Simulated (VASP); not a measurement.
Wanted: the native input for a VASP 6.6.1 run.

```
Task                   : single point
Functional             : PBE
Dispersion             : D3(BJ)
Potentials or basis    : VASP PAW PBE potentials, release 64 (Te, Pb_d)
Cutoff                 : 500 eV
k mesh                 : 8 × 8 × 8
Occupations            : gaussian, width 0.02 eV
Spin                   : no spin polarisation
Dipole correction      : no
Further INCAR settings : ALGO = Normal; EDIFF = 1e-06; NBANDS = 17
```

The structure of TePb lies in POSCAR:

```
TePb
1.0
    0.0000000000      3.2355306186      3.2355306186
    3.2355306186      0.0000000000      3.2355306186
    3.2355306186      3.2355306186      0.0000000000
Te Pb
1 1
Direct
    0.5000000000      0.5000000000      0.5000000000
    0.0000000000      0.0000000000      0.0000000000
```

These files were run (other wordings do the same):

INCAR

```
PREC = Accurate
ENCUT = 500
EDIFF = 1E-6
ISMEAR = 0
SIGMA = 0.02
LREAL = False
LASPH = True
NELM = 120
ALGO = Normal
ISIF = 2
LWAVE = False
LCHARG = False
GGA = PE
IVDW = 12
NBANDS = 17
GGA_COMPAT = False
```

KPOINTS

```
regular mesh
0
Gamma
  8 8 8
```

Potentials or basis: VASP PAW PBE potentials, release 64 (Te, Pb_d).

Launch:

```sh
$ cat potpaw_PBE.64/Te/POTCAR potpaw_PBE.64/Pb_d/POTCAR > POTCAR
$ mpirun -np 1 vasp_std > vasp.out
```

Results of the run:

- Pressure: -0.1 GPa
- Band gap on the k mesh: 0.74 eV, direct
- Dispersion energy per atom: -0.401 eV

Caveat: spin-orbit coupling is left out, which moves the levels of the heavy elements.

Wall time 55 s on 1 thread of AMD EPYC 7R13 (shared host), peak memory 0.19 GiB.
